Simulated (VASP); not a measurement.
Input of a VASP 6.6.1 run:

File INCAR:

```
SYSTEM = Si
ALGO = Normal
EDIFF = 1E-7
EDIFFG = -0.03
ENCUT = 600
IBRION = 2
ISIF = 3
ISMEAR = -1
LASPH = .True.
LCHARG = .False.
LREAL = .False.
LWAVE = .False.
NELM = 100
NSW = 100
PREC = Accurate
PSTRESS = 100.0
SIGMA = 0.05
```

Contents of KPOINTS:

```
k-points
0
Gamma
  17 17 17
  0 0 0
```

File POSCAR:

```
Si
1.0
    2.3617370000      0.0000000000      0.0000000000
    1.1808685000      2.0453242391      0.0000000000
    1.1808685000      0.6817747464      1.9283501856
Si
1
Direct
    0.0000000000      0.0000000000      0.0000000000
```

Potentials or basis: VASP PAW LDA potentials, release 64 (Si).

Command:

```bash
$ cat potpaw_LDA.64/Si/POTCAR > POTCAR
$ mpirun -np 1 vasp_std > vasp.out
```

Question: What does it give for the band gap on the k mesh?

Answer: Zero (band 2 reaches 24.36 eV, above the bottom of band 3 at 8.56 eV).

Question: What does it give for the relaxed cell?

Answer: a = 2.620 Å, b = 2.620 Å, c = 2.620 Å, α = 60.00°, β = 60.00°, γ = 60.00°.

Question: Estimate the space group after relaxing (to 0.05 Å).

Answer: Fm-3m (No. 225).

Step by step:
```tsv
step	energy change (eV)	largest force (eV/Å)	pressure (GPa)	volume (Å³)
1	0.0000	0.0000	85.85	9.31
2	-0.7622	0.0000	-10.72	16.61
3	-0.8336	0.0000	9.27	12.79
4	-0.8290	0.0000	10.07	12.71
```

Caveat: the cell is relaxed towards a set pressure, so the enthalpy falls and the energy may rise; the volume moved by over 15 % at a fixed basis, so the end points are rough.
